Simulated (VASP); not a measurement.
# Sb4P (I4/mmm) in VASP: a series of runs

Sb4P is run at these levels: PBE; tasks: single point, relaxation of cell and atoms.

All numbers are computed with VASP 6.6.1; they aren't measurements. Logs are shortened: lines on timing, memory, paths and dates and some standing lists are left out, and cuts for length are marked.

### 1 The cell of the first run

It takes space group I4/mmm (No. 139, tetragonal). The conventional cell has a = 5.510 Å, b = 5.510 Å, c = 8.880 Å, α = 90.00°, β = 90.00°, γ = 90.00°. Within 3.7 Å of Sb (site symmetry 4mm) lie 1 P at 2.83 Å and 5 Sb at 3.19 to 3.22 Å. Within 3.6 Å of Sb (site symmetry mmm) lie 2 P at 2.76 Å and 4 Sb at 3.19 Å. Within 3.6 Å of P (site symmetry 4/mmm) lie 6 Sb at 2.76 to 2.83 Å.

The cell was generated, and may not be a known phase.

### 2 Single point, PBE

File INCAR:

```
SYSTEM = Sb4P
ALGO = Normal ; EDIFF = 1E-6
ENCUT = 520 ; GGA = PE
ISIF = 2 ; ISMEAR = 0
LASPH = .TRUE. ; LCHARG = .FALSE.
LREAL = .FALSE. ; LWAVE = .FALSE.
NBANDS = 20 ; NELM = 100
PREC = Accurate ; SIGMA = 0.1
```

File KPOINTS:

```
k-points
0
G
  10 10 10
  0 0 0
```

File POSCAR:

```
Sb4P
1.0
   -2.7550901911      2.7550901911      4.4400226906
    2.7550901911     -2.7550901911      4.4400226906
    2.7550901911      2.7550901911     -4.4400226906
Sb P
4 1
Direct
    0.3188824891      0.3188824891      0.0000000000
    0.6811175109      0.6811175109      0.0000000000
    0.5000000000      0.0000000000      0.5000000000
    0.0000000000      0.5000000000      0.5000000000
    0.0000000000      0.0000000000      0.0000000000
```

Potentials or basis: VASP PAW PBE potentials, release 64 (Sb, P).

Started as:

```
cat potpaw_PBE.64/Sb/POTCAR potpaw_PBE.64/P/POTCAR > POTCAR
mpirun -np 1 vasp_std > vasp.out
```

OUTCAR:

```text
SYSTEM = Sb4P
   EDIFF = 1E-6
   ENCUT = 520
   GGA = PE
   ISIF = 2
   ISMEAR = 0
   LASPH = .TRUE.
   LREAL = .FALSE.
   NELM = 100
   PREC = Accurate

 ion  position               nearest neighbor table
   1  0.319  0.319  0.000-   5 2.83   3 3.19   4 3.19   3 3.19   4 3.19   2 3.22
   2  0.681  0.681  0.000-   5 2.83   4 3.19   3 3.19   3 3.19   4 3.19   1 3.22
   3  0.500  0.000  0.500-   5 2.76   5 2.76   2 3.19   1 3.19   1 3.19   2 3.19
   4  0.000  0.500  0.500-   5 2.76   5 2.76   2 3.19   1 3.19   2 3.19   1 3.19
   5  0.000  0.000  0.000-   3 2.76   4 2.76   4 2.76   3 2.76   1 2.83   2 2.83

  LATTYP: Found a body centered tetragonal cell.
 ALAT       =     5.5101803822
 C/A-ratio  =     1.6115707228

  Lattice vectors:

 A1 = (  -2.7550901911,   2.7550901911,   4.4400226906)
 A2 = (   2.7550901911,  -2.7550901911,   4.4400226906)
 A3 = (   2.7550901911,   2.7550901911,  -4.4400226906)

Analysis of symmetry for initial positions (statically):
=====================================================================
 Subroutine PRICEL returns:
 Original cell was already a primitive cell.

 Routine SETGRP: Setting up the symmetry group for a
 body centered tetragonal supercell.

 Subroutine GETGRP returns: Found 16 space group operations
 (whereof 16 operations were pure point group operations)
 out of a pool of 16 trial point group operations.

The static configuration has the point symmetry D_4h.

Analysis of symmetry for dynamics (positions and initial velocities):
=====================================================================
 Subroutine PRICEL returns:
 Original cell was already a primitive cell.

 Routine SETGRP: Setting up the symmetry group for a
 body centered tetragonal supercell.

 Subroutine GETGRP returns: Found 16 space group operations
 (whereof 16 operations were pure point group operations)
 out of a pool of 16 trial point group operations.

The dynamic configuration has the point symmetry D_4h.

 Subroutine INISYM returns: Found 16 space group operations
 (whereof 16 operations are pure point group operations),
 and found     1 'primitive' translations

----------------------------------------------------------------------------------------

                                     Primitive cell

  volume of cell :     134.8084

  direct lattice vectors                    reciprocal lattice vectors
[... 94 lines left out ...]
   LREAL  =      F    real-space projection
   EDIFFG = 0.1E-04   stopping-criterion for IOM
   NSW    =      0    number of steps for IOM
   IBRION =     -1    ionic relax: 0-MD 1-quasi-New 2-CG
   NFREE  =      0    steps in history (QN), initial steepest desc. (CG)
   ISIF   =      2    stress and relaxation
   ISYM   =      2    0-nonsym 1-usesym 2-fastsym
   POTIM  = 0.5000    time-step for ionic-motion
   TEBEG  =    0.0;   TEEND  =   0.0 temperature during run
   PSTRESS=    0.0 pullay stress
   NELECT =      25.0000    total number of electrons
   NUPDOWN=      -1.0000    fix difference up-down
   EMIN   =  10.00;   EMAX   =-10.00  energy-range for DOS
   EFERMI =   0.00;   METHOD = LEGACY
   ISMEAR =     0;   SIGMA  =   0.10  broadening in eV -4-tet -1-fermi 0-gaus
   EFERMI_NEDOS =   21; number of points for ismear=-14 and -15
   IALGO  =     38    algorithm
   IMIX   =      4    mixing-type and parameters
     AMIX     =   0.40;   BMIX     =  1.00
     AMIX_MAG =   1.60;   BMIX_MAG =  1.00
  volume/ion in A,a.u.               =      26.96       181.95
  Fermi-wavevector in a.u.,A,eV,Ry     =   0.933575  1.764201 11.858325  0.871562
  Thomas-Fermi vector in A             =   2.060291
   LORBIT       =      0    0 simple, 1 ext, 2 COOP (PROOUT), +10 PAW based schemes
   GGA     = PE    functional components
   LHFCALC =     F    Hartree Fock is set to
   AEXX    =    0.0000 exact exchange contribution
   IVDW    =     0    specifies the selected vdW correction
   LEPSILON=     F    determine dielectric tensor
   LRPA    =     F    only Hartree local field effects (RPA)
 non-spin polarized calculation
 Gauss-broadening in eV      SIGMA  =   0.10
  energy-cutoff  :      520.00
  volume of cell :      134.81
 maximum number of plane-waves:      3676
 NGX is ok and might be reduce to    48
   NGX = 21   NGY = 21   NGZ = 21

 number of electron      25.0000000 magnetization

 Free energy of the ion-electron system (eV)
  ---------------------------------------------------
  ext. energy  EPLUGINS =         0.00000000
  ---------------------------------------------------
  free energy    TOTEN  =       -20.82799687 eV

  energy without entropy =      -20.81432089  energy(sigma->0) =      -20.82115888

 E-fermi :   7.2828     XC(G=0):  -9.8345

 val. band max:        7.2754042000   @ k =  -0.2000   0.1000   0.0000
 cond. band min:       7.2919400171   @ k =   0.3000   0.3000   0.2000
 fundamental gap:      0.0165358171
 Fermi energy:         7.2828197153

 k-point     1 :       0.0000    0.0000    0.0000
  band No.  band energies     occupation
      1      -5.7466      2.00000
      2      -1.5958      2.00000
      3      -1.0966      2.00000
      4      -0.8387      2.00000
      5       0.8805      2.00000
      6       2.1745      2.00000
[... 541 lines left out ...]
     19      10.3849      0.00000
     20      10.9100      0.00000

 [... further k-points ...]

------------------------ aborting loop because EDIFF is reached ----------------------------------------

  FORCE on cell =-STRESS in cart. coord.  units (eV):
  Direction    XX          YY          ZZ          XY          YZ          ZX
  --------------------------------------------------------------------------------------
  -------------------------------------------------------------------------------------
  Total       -0.1085950     -0.1085950     -0.0505622      0.0000000      0.0000000      0.0000000
  in kB       -1.2906360     -1.2906360     -0.6009246      0.0000000      0.0000000      0.0000000
  external PRESSURE =      -1.0607322 kB  Pullay stress =       0.0000000 kB

 VOLUME and BASIS-vectors are now :
 -----------------------------------------------------------------------------
  energy-cutoff  :      520.00
  volume of cell :      134.81
      direct lattice vectors                 reciprocal lattice vectors
    -2.755090191  2.755090191  4.440022691     0.000000000  0.181482262  0.112612037
     2.755090191 -2.755090191  4.440022691     0.181482262  0.000000000  0.112612037
     2.755090191  2.755090191 -4.440022691     0.181482262  0.181482262  0.000000000

 POSITION                                       TOTAL-FORCE (eV/Angst)
 -----------------------------------------------------------------------------------
      0.00000      0.00000      2.83169        -0.000000     -0.000000      0.003774
      0.00000      0.00000      6.04835        -0.000000     -0.000000     -0.003774
      0.00000      2.75509      0.00000         0.000000      0.000000      0.000000
      2.75509      0.00000      0.00000         0.000000      0.000000      0.000000
      0.00000      0.00000      0.00000         0.000000      0.000000      0.000000
 -----------------------------------------------------------------------------------
    total drift:                                0.000000      0.000000      0.000000

  FREE ENERGIE OF THE ION-ELECTRON SYSTEM (eV)
  ---------------------------------------------------
  free  energy   TOTEN  =       -20.8279968730 eV

  energy  without entropy=      -20.8143208886  energy(sigma->0) =      -20.82115888
```

stdout:

```text
POSCAR found type information on POSCAR SbP
 POSCAR found :  2 types and       5 ions
 scaLAPACK will be used
 LDA part: xc-table for (Slater+PW92), standard interpolation
 POSCAR, INCAR and KPOINTS ok, starting setup
 FFT: planning ... GRIDC
 FFT: planning ... GRID_SOFT
 FFT: planning ... GRID
 WAVECAR not read
 entering main loop
```

Run time: 2.8 min. Hardware: 1 thread of Intel Xeon 6975P-C (Granite Rapids), shared host; peak memory 0.46 GiB.

Results:

```
Free energy            : -20.8280 eV
Pressure               : -0.1 GPa
Largest force          : 0.004 eV/Å
Band gap on the k mesh : zero (an odd number of electrons rules out a gap without spin polarisation)
```

Forces on the atoms (eV/Å):
```
Sb   0.000  0.000  0.004
Sb   0.000  0.000 -0.004
Sb   0.000  0.000  0.000
Sb   0.000  0.000  0.000
P    0.000  0.000  0.000
```

Levels at points of the mesh, in eV from the Fermi level:
| k point | band 10 | band 11 | band 12 | band 13 | band 14 | band 15 | band 16 | band 17 |
| --- | --- | --- | --- | --- | --- | --- | --- | --- |
| (0.00, 0.00, 0.00) | -2.75 | -2.01 | -2.01 | -1.87 | -1.67 | 2.43 | 2.77 | 4.49 |
| (0.50, 0.00, 0.00) | -1.45 | -0.90 | -0.51 | -0.27 | 0.92 | 1.05 | 2.00 | 2.82 |
| (0.50, 0.50, 0.00) | -1.03 | -0.81 | -0.19 | 0.08 | 0.52 | 0.63 | 1.74 | 1.75 |
| (0.50, 0.50, 0.50) | -2.05 | -1.03 | -0.09 | 0.43 | 0.51 | 0.51 | 2.50 | 2.50 |

Caveat: spin-orbit coupling is left out, which moves the levels of the heavy elements.

### 3 Relaxation of cell and atoms, PBE

This run uses another cell than the first one, of 24.55 Å³/atom.

File INCAR:

```
PREC = Accurate ; ENCUT = 600
EDIFF = 1E-7 ; ISMEAR = 0
SIGMA = 0.1 ; LREAL = False
LASPH = True ; NELM = 80
ALGO = Normal ; ISIF = 3
LWAVE = False ; LCHARG = False
GGA = PE ; IBRION = 2
NSW = 90 ; EDIFFG = -0.04
```

File KPOINTS:

```
regular mesh
0
Gamma
  6 6 6
```

File POSCAR:

```
Sb4P
1.0
   -2.5024379200      2.5024379200      4.8998349000
    2.5024379200     -2.5024379200      4.8998349000
    2.5024379200      2.5024379200     -4.8998349000
Sb P
4 1
Direct
    0.2370000000      0.2370000000      0.0000000000
    0.7630000000      0.7630000000      0.0000000000
    0.5000000000      0.0000000000      0.5000000000
    0.0000000000      0.5000000000      0.5000000000
    0.0000000000      0.0000000000      0.0000000000
```

Potentials or basis: VASP PAW PBE potentials, release 64 (Sb, P).

Started as:

```
cat potpaw_PBE.64/Sb/POTCAR potpaw_PBE.64/P/POTCAR > POTCAR
mpirun -np 1 vasp_std > vasp.out
```

Run time: 12 min. Hardware: 1 thread of Intel Xeon 6975P-C (Granite Rapids), shared host; peak memory 0.38 GiB.

Results (log left out):

* Free energy: -20.8074 eV
* Relaxed volume: 26.88 Å³/atom
* Relaxed cell: a = 5.901 Å, b = 5.901 Å, c = 5.901 Å, α = 124.38°, β = 124.38°, γ = 82.56°
* Space group after relaxing (to 0.1 Å): I4/mmm (No. 139)
* Energy gained by relaxing: 602.8 meV/atom
* Ionic steps: 24
* Pressure after relaxing: -0.1 GPa
* Largest force after relaxing: 0.006 eV/Å
* Band gap on the k mesh: zero (an odd number of electrons rules out a gap without spin polarisation)

Forces on the atoms (eV/Å):
```
Sb   0.000  0.000  0.006
Sb   0.000  0.000 -0.006
Sb   0.000  0.000  0.000
Sb   0.000  0.000  0.000
P    0.000  0.000  0.000
```

The path:
```csv
step,energy change (eV),largest force (eV/Å),pressure (GPa),volume (Å³)
1,0.0000,4.0280,14.85,122.73
2,-0.9783,0.4585,-6.21,167.71
3,-1.4005,1.1485,-1.58,148.09
4,-1.4008,1.1784,-1.39,147.55
5,-1.6067,1.2407,-1.15,144.53
6,-2.1753,1.2964,0.59,135.50
7,-2.5141,0.4705,10.31,117.46
8,-2.5678,1.2480,4.97,124.91
9,-2.5996,1.2067,6.65,122.17
10,-2.5679,0.8096,9.01,118.96
11,-2.5984,1.0673,7.63,120.74
12,-2.6702,0.8318,7.28,121.16
13,-2.7865,0.0588,6.55,122.39
14,-2.7907,0.1512,6.46,122.69
15,-2.8716,0.0694,4.95,124.86
16,-2.9989,0.1409,1.11,131.51
17,-3.0066,0.1943,0.14,133.54
18,-3.0066,0.1997,0.04,133.76
19,-3.0081,0.1815,0.04,133.78
20,-3.0113,0.1283,0.04,133.83
21,-3.0129,0.0306,0.07,133.94
22,-3.0131,0.0525,0.06,133.92
23,-3.0135,0.0409,0.02,134.04
24,-3.0138,0.0064,-0.11,134.39
```

Final structure:
```
Sb P
1.0
    -2.75268    2.75268    4.43415
     2.75268   -2.75268    4.43415
     2.75268    2.75268   -4.43415
Sb P
4 1
Direct
  0.31733 0.31733 0.00000
  0.68267 0.68267 0.00000
  0.50000 0.00000 0.50000
  0.00000 0.50000 0.50000
  0.00000 0.00000 0.00000
```

Levels at points of the mesh, in eV from the Fermi level:
| k point | band 8 | band 9 | band 10 | band 11 | band 12 | band 13 | band 14 | band 15 | band 16 |
| --- | --- | --- | --- | --- | --- | --- | --- | --- | --- |
| (0.00, 0.00, 0.00) | -4.05 | -2.70 | -2.70 | -2.02 | -2.02 | -1.80 | -1.66 | 2.46 | 2.80 |
| (0.50, 0.00, 0.00) | -3.88 | -2.07 | -1.45 | -0.86 | -0.49 | -0.23 | 0.98 | 1.05 | 1.99 |
| (0.50, 0.50, 0.00) | -2.62 | -1.22 | -0.99 | -0.78 | -0.16 | 0.12 | 0.56 | 0.69 | 1.80 |
| (0.50, 0.50, 0.50) | -2.25 | -2.25 | -2.05 | -0.98 | -0.07 | 0.46 | 0.53 | 0.53 | 2.50 |

Caveat: spin-orbit coupling is left out, which moves the levels of the heavy elements.

### 4 Relaxation of cell and atoms, PBE

This run uses another cell than the first one, of 26.83 Å³/atom.

File INCAR:

```
SYSTEM = Sb4P
PREC = Accurate
ENCUT = 600
EDIFF = 1E-6
ISMEAR = 0
SIGMA = 0.1
LREAL = .False.
LASPH = .True.
NELM = 60
ALGO = Normal
ISIF = 3
LWAVE = .False.
LCHARG = .False.
GGA = PE
IBRION = 2
NSW = 100
EDIFFG = -0.01
```

File KPOINTS:

```
Automatic mesh
0
Gamma
  10 10 10
  0 0 0
```

File POSCAR:

```
Sb4P
1.0
   -2.7510024401      2.7510024401      4.4313699906
    2.7510024401     -2.7510024401      4.4313699906
    2.7510024401      2.7510024401     -4.4313699906
Sb P
4 1
Direct
    0.3173159987      0.3173159987      0.0000000000
    0.6826840013      0.6826840013      0.0000000000
    0.5000000000      0.0000000000      0.5000000000
    0.0000000000      0.5000000000      0.5000000000
    0.0000000000      0.0000000000      0.0000000000
```

Started as:

```
cat potpaw_PBE.64/Sb/POTCAR potpaw_PBE.64/P/POTCAR > POTCAR
mpirun -np 1 vasp_std > vasp.out
```

Wall time 6.6 min (1 thread of Intel Xeon 6975P-C (Granite Rapids), shared host); peak memory 0.5 GiB.

It converged, with:

```yaml
Free_energy: -20.8283 eV
Relaxed_volume: 26.91 Å³/atom
Relaxed_cell: a = 5.906 Å, b = 5.906 Å, c = 5.906 Å, α = 124.46°, β = 124.46°, γ = 82.43°
Space_group_after_relaxing_to_0.1_Å: I4/mmm (No. 139)
Energy_gained_by_relaxing: 0.2 meV/atom
Ionic_steps: 7
Pressure_after_relaxing: 0.0 GPa
Largest_force_after_relaxing: 0.004 eV/Å
Band_gap_on_the_k_mesh: zero (an odd number of electrons rules out a gap without spin polarisation)
```

Forces on the atoms (eV/Å):
```
Sb   0.000  0.000  0.004
Sb   0.000  0.000 -0.004
Sb   0.000  0.000  0.000
Sb   0.000  0.000  0.000
P    0.000  0.000  0.000
```

The path:
| step | energy change (eV) | largest force (eV/Å) | pressure (GPa) | volume (Å³) |
| --- | --- | --- | --- | --- |
| 1 | 0.0000 | 0.0786 | 0.09 | 134.15 |
| 2 | -0.0007 | 0.0566 | -0.01 | 134.43 |
| 3 | -0.0009 | 0.0346 | -0.10 | 134.72 |
| 4 | -0.0011 | 0.0045 | 0.05 | 134.43 |
| 5 | -0.0012 | 0.0076 | 0.04 | 134.46 |
| 6 | -0.0012 | 0.0091 | 0.03 | 134.47 |
| 7 | -0.0012 | 0.0037 | 0.01 | 134.53 |

Final structure:
```
Sb P
1.0
    -2.75146    2.75146    4.44264
     2.75146   -2.75146    4.44264
     2.75146    2.75146   -4.44264
Sb P
4 1
Direct
  0.31870 0.31870 0.00000
  0.68130 0.68130 0.00000
  0.50000 0.00000 0.50000
  0.00000 0.50000 0.50000
  0.00000 0.00000 0.00000
```

Levels at points of the mesh, in eV from the Fermi level:
```tsv
k point	band 10	band 11	band 12	band 13	band 14	band 15	band 16
(0.00, 0.00, 0.00)	-2.74	-2.02	-2.02	-1.87	-1.68	2.44	2.77
(0.50, 0.00, 0.00)	-1.46	-0.90	-0.52	-0.27	0.91	1.03	1.99
(0.50, 0.50, 0.00)	-1.02	-0.82	-0.18	0.08	0.53	0.64	1.76
(0.50, 0.50, 0.50)	-2.05	-1.03	-0.08	0.42	0.51	0.51	2.49
```

Caveat: spin-orbit coupling is left out, which moves the levels of the heavy elements.

### 5 The runs side by side

| task | cell | k mesh | cutoff (eV) | gap on the mesh (eV) | pressure (GPa) | relaxed volume (Å³/atom) |
| --- | --- | --- | --- | --- | --- | --- |
| single point | a = 5.907 Å, angles 124.4, 124.4, 82.5°, 5 atoms, atomic positions A | 10 × 10 × 10 | 520 | none | -0.1 | - |
| relaxation of cell and atoms | relaxed from a = 6.044 Å, angles 131.1, 131.1, 71.7°, 5 atoms, atomic positions B | 6 × 6 × 6 | 600 | none | -0.1 | 26.88 |
| relaxation of cell and atoms | relaxed from a = 5.897 Å, angles 124.4, 124.4, 82.6°, 5 atoms, atomic positions C | 10 × 10 × 10 | 600 | none | 0.0 | 26.91 |

Alike in all rows: level PBE; potentials or basis VASP PAW PBE potentials, release 64 (Sb, P); no spin polarisation; smearing gaussian 0.1 eV.

Caveats: spin-orbit coupling is left out, which moves the levels of the heavy elements.

Absolute energies hang on the potentials; compare differences alone.

The gap in the log of VASP goes by the Fermi energy; the results here count the filled bands.